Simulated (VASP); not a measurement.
# NbTe (zincblende type) (F-43m) in VASP: further runs

Runs on NbTe (zincblende type). Level: LDA. Tasks: density of states.

All numbers are computed with VASP 6.6.1; they aren't measurements. Logs are shortened: lines on timing, memory, paths and dates and some standing lists are left out, and cuts for length are marked.

## (1) The cell of the first run

The structure is cubic, space group F-43m (No. 216). Conventional cell: a = 4.650 Å, b = 4.650 Å, c = 4.650 Å, α = 90.00°, β = 90.00°, γ = 90.00°. Within 2.7 Å of Nb (site symmetry -43m) lie 4 Te at 2.01 Å. Te (site symmetry -43m) has 4 Nb at 2.01 Å within 2.7 Å.

## (2) Density of states, LDA (volume scaled by 0.43)

Input file POSCAR:

```
NbTe
1.0
    0.0000000000      2.3249643116      2.3249643116
    2.3249643116      0.0000000000      2.3249643116
    2.3249643116      2.3249643116      0.0000000000
Nb Te
1 1
Direct
    0.0000000000      0.0000000000      0.0000000000
    0.2500000000      0.2500000000      0.2500000000
```

Input file INCAR.step1:

```
SYSTEM = NbTe
ALGO = Normal ; EDIFF = 1E-6
ENCUT = 520 ; ISIF = 2
ISMEAR = -1 ; LASPH = .TRUE.
LCHARG = .TRUE. ; LMAXMIX = 4
LREAL = .FALSE. ; LWAVE = .FALSE.
NBANDS = 16 ; NELM = 80
PREC = Accurate ; SIGMA = 0.1
```

Input file KPOINTS.step1:

```
k-points
0
G
  12 12 12
  0 0 0
```

Input file INCAR.step2:

```
SYSTEM = NbTe
ALGO = Normal ; EDIFF = 1E-6
ENCUT = 520 ; ICHARG = 11
ISIF = 2 ; ISMEAR = -5
LASPH = .TRUE. ; LCHARG = .FALSE.
LMAXMIX = 4 ; LORBIT = 11
LREAL = .FALSE. ; LWAVE = .FALSE.
NEDOS = 1001 ; NELM = 80
PREC = Accurate ; SIGMA = 0.1
```

Input file KPOINTS.step2:

```
k-points
0
G
  18 18 18
  0 0 0
```

Potentials or basis: VASP PAW LDA potentials, release 64 (Nb_sv, Te).

Started as:

```sh
> cat potpaw_LDA.64/Nb_sv/POTCAR potpaw_LDA.64/Te/POTCAR > POTCAR
> cp INCAR.step1 INCAR
> cp KPOINTS.step1 KPOINTS
> mpirun -np 1 vasp_std > vasp.out
> cp INCAR.step2 INCAR
> cp KPOINTS.step2 KPOINTS
> mpirun -np 1 vasp_std > vasp.out
```

OUTCAR:

```text
SYSTEM = NbTe
   EDIFF = 1E-6
   ENCUT = 520
   ICHARG = 11
   ISIF = 2
   ISMEAR = -5
   LASPH = .TRUE.
   LORBIT = 11
   LREAL = .FALSE.
   NELM = 80
   PREC = Accurate

 ion  position               nearest neighbor table
   1  0.000  0.000  0.000-   2 2.01   2 2.01   2 2.01   2 2.01
   2  0.250  0.250  0.250-   1 2.01   1 2.01   1 2.01   1 2.01

  LATTYP: Found a face centered cubic cell.
 ALAT       =     4.6499286232

  Lattice vectors:

 A1 = (   0.0000000000,   2.3249643116,   2.3249643116)
 A2 = (   2.3249643116,   0.0000000000,   2.3249643116)
 A3 = (   2.3249643116,   2.3249643116,   0.0000000000)

Analysis of symmetry for initial positions (statically):
=====================================================================
 Subroutine PRICEL returns:
 Original cell was already a primitive cell.

 Routine SETGRP: Setting up the symmetry group for a
 face centered cubic supercell.

 Subroutine GETGRP returns: Found 24 space group operations
 (whereof 24 operations were pure point group operations)
 out of a pool of 48 trial point group operations.

The static configuration has the point symmetry T_d .

Analysis of symmetry for dynamics (positions and initial velocities):
=====================================================================
 Subroutine PRICEL returns:
 Original cell was already a primitive cell.

 Routine SETGRP: Setting up the symmetry group for a
 face centered cubic supercell.

 Subroutine GETGRP returns: Found 24 space group operations
 (whereof 24 operations were pure point group operations)
 out of a pool of 48 trial point group operations.

The dynamic configuration has the point symmetry T_d .

 Subroutine INISYM returns: Found 24 space group operations
 (whereof 24 operations are pure point group operations),
 and found     1 'primitive' translations

----------------------------------------------------------------------------------------

                                     Primitive cell

  volume of cell :      25.1350

  direct lattice vectors                    reciprocal lattice vectors
     0.000000000  2.324964312  2.324964312    -0.215057065  0.215057065  0.215057065
     2.324964312  0.000000000  2.324964312     0.215057065 -0.215057065  0.215057065
     2.324964312  2.324964312  0.000000000     0.215057065  0.215057065 -0.215057065

  length of vectors
     3.287996061  3.287996061  3.287996061     0.372489762  0.372489762  0.372489762

  position of ions in fractional coordinates (direct lattice)
     0.000000000  0.000000000  0.000000000
     0.250000000  0.250000000  0.250000000

  ion indices of the primitive-cell ions
   primitive index   ion index
                 1           1
                 2           2

----------------------------------------------------------------------------------------

 KPOINTS: k-points

Automatic generation of k-mesh.
 Grid dimensions read from file:
 generate k-points for:   18   18   18

 Generating k-lattice:

  Cartesian coordinates                     Fractional coordinates (reciprocal lattice)
    -0.011947615  0.011947615  0.011947615     0.055555556  0.000000000  0.000000000
     0.011947615 -0.011947615  0.011947615     0.000000000  0.055555556  0.000000000
     0.011947615  0.011947615 -0.011947615     0.000000000  0.000000000  0.055555556

  Length of vectors
     0.020693876  0.020693876  0.020693876

  Shift w.r.t. Gamma in fractional coordinates (k-lattice)
     0.000000000  0.000000000  0.000000000

 TETIRR: Found    806 inequivalent tetrahedra from    34992

 Subroutine IBZKPT returns following result:
 ===========================================

 Found    195 irreducible k-points:

 Following reciprocal coordinates:
            Coordinates               Weight
  0.000000  0.000000  0.000000      1.000000
  0.055556  0.000000  0.000000      8.000000
  0.111111  0.000000  0.000000      8.000000
  0.166667  0.000000  0.000000      8.000000
  0.222222  0.000000  0.000000      8.000000
  0.277778  0.000000  0.000000      8.000000
[... 16 lines left out ...]
 -0.277778  0.055556  0.000000     24.000000
 -0.222222  0.055556  0.000000     24.000000
 [... further k-points ...]
   k-points           NKPTS =    195   k-points in BZ     NKDIM =    195   number of bands    NBANDS=     13
   number of dos      NEDOS =   1001   number of ions     NIONS =      2
   total plane-waves  NPLWV =  13824
   dimension x,y,z NGX =    24 NGY =   24 NGZ =   24
   dimension x,y,z NGXF=    48 NGYF=   48 NGZF=   48
   ions per type =               1   1
   NGX,Y,Z   is equivalent  to a cutoff of  12.13, 12.13, 12.13 a.u.
   NGXF,Y,Z  is equivalent  to a cutoff of  24.27, 24.27, 24.27 a.u.
 SYSTEM =  NbTe
   PREC   = accura    normal or accurate (medium, high low for compatibility)
   ISTART =      0    job   : 0-new  1-cont  2-samecut
   ICHARG =     11    charge: 1-file 2-atom 10-const
   ISPIN  =      1    spin polarized calculation?
   LNONCOLLINEAR =      F non collinear calculations
   LSORBIT =      F    spin-orbit coupling
   LASPH  =      T    aspherical Exc in radial PAW
   ENCUT  =  520.0 eV  38.22 Ry    6.18 a.u.   6.11  6.11  6.11*2*pi/ulx,y,z
   NELM   =     80;   NELMIN=  2; NELMDL=  0     # of ELM steps
   EDIFF  = 0.1E-05   stopping-criterion for ELM
   LREAL  =      F    real-space projection
   EDIFFG = 0.1E-04   stopping-criterion for IOM
   NSW    =      0    number of steps for IOM
   IBRION =     -1    ionic relax: 0-MD 1-quasi-New 2-CG
   NFREE  =      0    steps in history (QN), initial steepest desc. (CG)
   ISIF   =      2    stress and relaxation
   ISYM   =      2    0-nonsym 1-usesym 2-fastsym
   POTIM  = 0.5000    time-step for ionic-motion
   TEBEG  =    0.0;   TEEND  =   0.0 temperature during run
   PSTRESS=    0.0 pullay stress
   NELECT =      19.0000    total number of electrons
   NUPDOWN=      -1.0000    fix difference up-down
   EMIN   =  10.00;   EMAX   =-10.00  energy-range for DOS
   EFERMI =   0.00;   METHOD = LEGACY
   ISMEAR =    -5;   SIGMA  =   0.10  broadening in eV -4-tet -1-fermi 0-gaus
   EFERMI_NEDOS =   21; number of points for ismear=-14 and -15
   IALGO  =     38    algorithm
   IMIX   =      4    mixing-type and parameters
     AMIX     =   0.40;   BMIX     =  1.00
     AMIX_MAG =   1.60;   BMIX_MAG =  1.00
  volume/ion in A,a.u.               =      12.57        84.81
  Fermi-wavevector in a.u.,A,eV,Ry     =   1.491305  2.818157 30.259220  2.223990
  Thomas-Fermi vector in A             =   2.603977
   LORBIT       =     11    0 simple, 1 ext, 2 COOP (PROOUT), +10 PAW based schemes
   GGA     = CA    functional components
   LHFCALC =     F    Hartree Fock is set to
   AEXX    =    0.0000 exact exchange contribution
   IVDW    =     0    specifies the selected vdW correction
   LEPSILON=     F    determine dielectric tensor
   LRPA    =     F    only Hartree local field effects (RPA)
 non-spin polarized calculation
 Fermi weights with tetrahedron method with Bloechl corrections
  energy-cutoff  :      520.00
  volume of cell :       25.13
 maximum number of plane-waves:       692

 number of electron      19.0000001 magnetization

 Free energy of the ion-electron system (eV)
  ---------------------------------------------------
  ext. energy  EPLUGINS =         0.00000000
  ---------------------------------------------------
  free energy    TOTEN  =         5.91067943 eV

  energy without entropy =        5.91067943  energy(sigma->0) =        5.91067943

 E-fermi :  19.7845     XC(G=0): -14.0074

 val. band max:       19.7960608570   @ k =   0.5000   0.0000   0.0000
 cond. band min:      19.7674079473   @ k =   0.5000   0.2778   0.0000
 fundamental gap:     -0.0286529097
 Fermi energy:        19.7845324674

 k-point     1 :       0.0000    0.0000    0.0000
  band No.  band energies     occupation
      1     -34.6541      2.00000
      2     -10.9970      2.00000
      3     -10.9970      2.00000
      4     -10.9970      2.00000
      5       4.0542      2.00000
      6      13.1928      2.00000
      7      13.1928      2.00000
      8      13.1928      2.00000
      9      19.0133      2.00000
     10      19.0133      2.00000
     11      24.8456      0.00000
     12      26.7088      0.00000
     13      26.7088      0.00000

 k-point     2 :       0.0556    0.0000    0.0000
  band No.  band energies     occupation
      1     -34.6459      2.00000
      2     -11.0518      2.00000
      3     -11.0048      2.00000
      4     -11.0048      2.00000
      5       4.1505      2.00000
      6      13.1133      2.00000
      7      13.2368      2.00000
      8      13.2368      2.00000
      9      18.9432      2.00000
     10      18.9432      2.00000
     11      25.0449      0.00000
     12      26.5109      0.00000
     13      26.9062      0.00000

 k-point     3 :       0.1111    0.0000    0.0000
  band No.  band energies     occupation
      1     -34.6221      2.00000
      2     -11.2073      2.00000
      3     -11.0273      2.00000
      4     -11.0273      2.00000
      5       4.4269      2.00000
      6      12.9079      2.00000
      7      13.3603      2.00000
      8      13.3603      2.00000
      9      18.7727      2.00000
     10      18.7727      2.00000
     11      25.3635      0.00000
     12      26.3096      0.00000
     13      27.4634      0.00000

 k-point     4 :       0.1667    0.0000    0.0000
  band No.  band energies     occupation
      1     -34.5854      2.00000
      2     -11.4396      2.00000
      3     -11.0615      2.00000
      4     -11.0615      2.00000
      5       4.8470      2.00000
      6      12.6548      2.00000
      7      13.5352      2.00000
      8      13.5352      2.00000
      9      18.5939      2.00000
     10      18.5939      2.00000
     11      24.9832      0.00000
     12      27.0217      0.00000
     13      28.2976      0.00000

 k-point     5 :       0.2222    0.0000    0.0000
  band No.  band energies     occupation
      1     -34.5400      2.00000
      2     -11.7158      2.00000
      3     -11.1032      2.00000
      4     -11.1032      2.00000
      5       5.3534      2.00000
      6      12.4440      2.00000
      7      13.7180      2.00000
      8      13.7180      2.00000
      9      18.5071      2.00000
     10      18.5071      2.00000
     11      24.3682      0.00000
     12      27.8271      0.00000
     13      29.2812      0.00000
[... 257 lines left out ...]
 k-point    22 :      -0.3333    0.0556    0.0000
  band No.  band energies     occupation
      1     -34.4263      2.00000
      2     -12.3332      2.00000
      3     -11.2489      2.00000
      4     -11.1900      2.00000
      5       6.5186      2.00000
      6      12.4772      2.00000
      7      13.9161      2.00000
      8      13.9890      2.00000
      9      18.6727      2.00000
     10      19.3107      2.02578
     11      22.9502      0.00000
     12      25.2785      0.00000
     13      27.2899      0.00000

 k-point    23 :      -0.2778    0.0556    0.0000
  band No.  band energies     occupation
      1     -34.4701      2.00000
      2     -12.0941      2.00000
      3     -11.2126      2.00000
      4     -11.1473      2.00000
      5       6.1021      2.00000
      6      12.3378      2.00000
      7      13.8885      2.00000
      8      13.9195      2.00000
      9      18.3443      2.00000
     10      18.9753      2.00000
     11      23.6921      0.00000
     12      26.4102      0.00000
     13      28.4002      0.00000

 k-point    24 :      -0.2222    0.0556    0.0000
  band No.  band energies     occupation
      1     -34.5182      2.00000
      2     -11.8212      2.00000
      3     -11.1683      2.00000
      4     -11.1027      2.00000
      5       5.5992      2.00000
      6      12.3625      2.00000
      7      13.7865      2.00000
      8      13.8017      2.00000
      9      18.2154      2.00000
     10      18.7836      2.00000
     11      24.3524      0.00000
     12      27.5895      0.00000
     13      28.8054      0.00000

 [... further k-points ...]
[... 5 lines left out ...]
  --------------------------------------------------------------------------------------
  -------------------------------------------------------------------------------------
  Total       59.8695843     59.8695843     59.8695843      0.0000000      0.0000000     -0.0000000
  in kB     3816.2600132   3816.2600132   3816.2600132      0.0000000      0.0000000     -0.0000000
  external PRESSURE =    3816.2600132 kB  Pullay stress =       0.0000000 kB

 VOLUME and BASIS-vectors are now :
 -----------------------------------------------------------------------------
  energy-cutoff  :      520.00
  volume of cell :       25.13
      direct lattice vectors                 reciprocal lattice vectors
     0.000000000  2.324964312  2.324964312    -0.215057065  0.215057065  0.215057065
     2.324964312  0.000000000  2.324964312     0.215057065 -0.215057065  0.215057065
     2.324964312  2.324964312  0.000000000     0.215057065  0.215057065 -0.215057065

 POSITION                                       TOTAL-FORCE (eV/Angst)
 -----------------------------------------------------------------------------------
      0.00000      0.00000      0.00000         0.000000      0.000000      0.000000
      1.16248      1.16248      1.16248        -0.000000     -0.000000     -0.000000
 -----------------------------------------------------------------------------------
    total drift:                                0.000000      0.000000      0.000000

  FREE ENERGIE OF THE ION-ELECTRON SYSTEM (eV)
  ---------------------------------------------------
  free  energy   TOTEN  =         5.9106794316 eV

  energy  without entropy=        5.9106794316  energy(sigma->0) =        5.91067943

 total charge

# of ion       s       p       d       tot
------------------------------------------
    1        2.266   6.143   4.757  13.166
    2        1.528   2.659   0.617   4.803
--------------------------------------------------
tot          3.794   8.802   5.374  17.970
```

Wall time 36 s (1 thread of Intel Xeon Platinum 8488C (Sapphire Rapids), shared host); peak memory 0.18 GiB.

Results:

- Valence electrons inside the program's atomic spheres: Nb 13.17; Te 4.80

Levels at points of the mesh, in eV from the Fermi level:
```csv
k point,band 6,band 7,band 8,band 9,band 10,band 11,band 12,band 13
"(0.00, 0.00, 0.00)",-6.59,-6.59,-6.59,-0.77,-0.77,5.06,6.92,6.92
"(0.50, 0.00, 0.00)",-6.76,-5.83,-5.83,0.01,0.01,1.80,4.26,6.03
"(0.50, 0.50, 0.00)",-9.68,-3.34,-1.58,-1.58,-0.29,1.41,1.41,4.03
```

Caveat: the cell differs from its parent crystal (volume scaled by 0.43); spin-orbit coupling is left out, which moves the levels of the heavy elements; tetrahedron occupations give inexact forces and stress in metals.

## (3) Density of states, LDA

This run uses another cell than the first one, of 29.23 Å³/atom, 2.326 times its volume.

Input file POSCAR:

```
NbTe
1.0
    0.0000000000      3.0803032375      3.0803032375
    3.0803032375      0.0000000000      3.0803032375
    3.0803032375      3.0803032375      0.0000000000
Nb Te
1 1
Direct
    0.0000000000      0.0000000000      0.0000000000
    0.2500000000      0.2500000000      0.2500000000
```

Input file INCAR.step1:

```
PREC = Accurate ; ENCUT = 520
EDIFF = 1E-6 ; ISMEAR = -1
SIGMA = 0.1 ; LREAL = False
LASPH = True ; NELM = 80
ALGO = Normal ; ISIF = 2
LWAVE = False ; LCHARG = True
LMAXMIX = 4 ; GGA = CA
NBANDS = 16
```

Input file KPOINTS.step1:

```
regular mesh
0
Gamma
  12 12 12
```

Input file INCAR.step2:

```
PREC = Accurate ; ENCUT = 520
EDIFF = 1E-6 ; ISMEAR = -5
SIGMA = 0.1 ; LREAL = False
LASPH = True ; NELM = 80
ALGO = Normal ; ISIF = 2
LWAVE = False ; LCHARG = False
LMAXMIX = 4 ; GGA = CA
LORBIT = 11 ; NEDOS = 1001
ICHARG = 11
```

Input file KPOINTS.step2:

```
regular mesh
0
Gamma
  18 18 18
```

Potentials or basis: VASP PAW LDA potentials, release 64 (Nb_sv, Te).

Started as:

```sh
> cat potpaw_LDA.64/Nb_sv/POTCAR potpaw_LDA.64/Te/POTCAR > POTCAR
> cp INCAR.step1 INCAR
> cp KPOINTS.step1 KPOINTS
> mpirun -np 1 vasp_std > vasp.out
> cp INCAR.step2 INCAR
> cp KPOINTS.step2 KPOINTS
> mpirun -np 1 vasp_std > vasp.out
```

Wall time 96 s (1 thread of Intel Xeon Platinum 8488C (Sapphire Rapids), shared host); peak memory 0.28 GiB.

The run converged. Its results:

- Valence electrons inside the program's atomic spheres: Nb 10.74; Te 3.58

Levels at points of the mesh, in eV from the Fermi level:
```csv
k point,band 7,band 8,band 9,band 10,band 11,band 12,band 13
"(0.00, 0.00, 0.00)",-3.92,-3.92,-0.14,-0.14,1.59,4.30,4.30
"(0.50, 0.00, 0.00)",-3.62,-3.62,0.11,0.11,0.16,2.26,2.26
"(0.50, 0.50, 0.00)",-3.11,-3.11,-1.11,0.15,0.43,0.84,0.84
```

Caveat: spin-orbit coupling is left out, which moves the levels of the heavy elements; tetrahedron occupations give inexact forces and stress in metals.
